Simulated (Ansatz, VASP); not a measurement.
# Two plane-wave programs on AlCu3

The input INCAR:

```
ALGO = Fast
EDIFF = 1E-6
ENCUT = 520
GGA = CA
ISIF = 2
ISMEAR = 0
LASPH = True
LCHARG = False
LREAL = False
LWAVE = False
NBANDS = 26
NELM = 100
PREC = Accurate
SIGMA = 0.15
```

KPOINTS

```
k-points
0
Gamma
  14 14 14
```

Contents of POSCAR:

```
AlCu3
1.0
   -0.2347912425      2.8464586592      2.8464586592
    2.8464586592     -0.2347912425      2.8464586592
    2.8464586592      2.8464586592     -0.2347912425
Al Cu
1 3
Direct
    0.0000000000      0.0000000000      0.0000000000
    0.5000000000      0.5000000000      0.5000000000
    0.2500000000      0.2500000000      0.2500000000
    0.7500000000      0.7500000000      0.7500000000
```

Input for Ansatz:

```yaml
crystal:
  lattice:
    - [-0.2347912425, 2.8464586592, 2.8464586592]
    - [2.8464586592, -0.2347912425, 2.8464586592]
    - [2.8464586592, 2.8464586592, -0.2347912425]
  atoms:
    - { symbol: Al, position: [0.0, 0.0, 0.0] }
    - { symbol: Cu, position: [0.5, 0.5, 0.5] }
    - { symbol: Cu, position: [0.25, 0.25, 0.25] }
    - { symbol: Cu, position: [0.75, 0.75, 0.75] }
basis:
  ecutwfc: 520.0
kpoints:
  mp_grid: { grid: [14, 14, 14] }
hamiltonian:
  xc: lda
  pseudopotentials: { kind: paw, azcp: { folder: soft_1 } }
scf:
  occupations: { method: gaussian, width: 0.15 }
output:
  forces: true
  stress: true
  eigenvalues: true
```

Alike in both runs: task single point; functional LDA; k mesh 14 × 14 × 14; occupations gaussian, width 0.15 eV; no spin polarisation.

```csv
,VASP,Ansatz
version,VASP 6.6.1,Ansatz 0.2.0
potentials or method,"VASP PAW LDA potentials, release 64 (Al, Cu), cutoff 520 eV","scalar-relativistic, plane waves, PAW"
valence electrons in the cell,36,60
```

Ansatz gave:

| Property | Result |
| --- | --- |
| gap on the k mesh at the Fermi level (eV) | none |
| pressure (GPa) | -11.7 |
| traceless stress, the component that is largest in VASP (GPa) | 8.74 |

Question: Estimate VASP's values.

Answer: gap on the k mesh at the Fermi level (eV): none; pressure (GPa): -11.0; traceless stress, the component that is largest in VASP (GPa): 8.79.

Ansatz warns that its potentials were made for another functional, while VASP's fit it. LDA's correlation is that of Perdew and Zunger in VASP and of Perdew and Wang (1992) in Ansatz. A gap of «none» marks a metal or a gap that the smearing closes. VASP's potentials hold 36 valence electrons a cell and Ansatz's 60, so a difference there can come from the potentials and not from the codes.
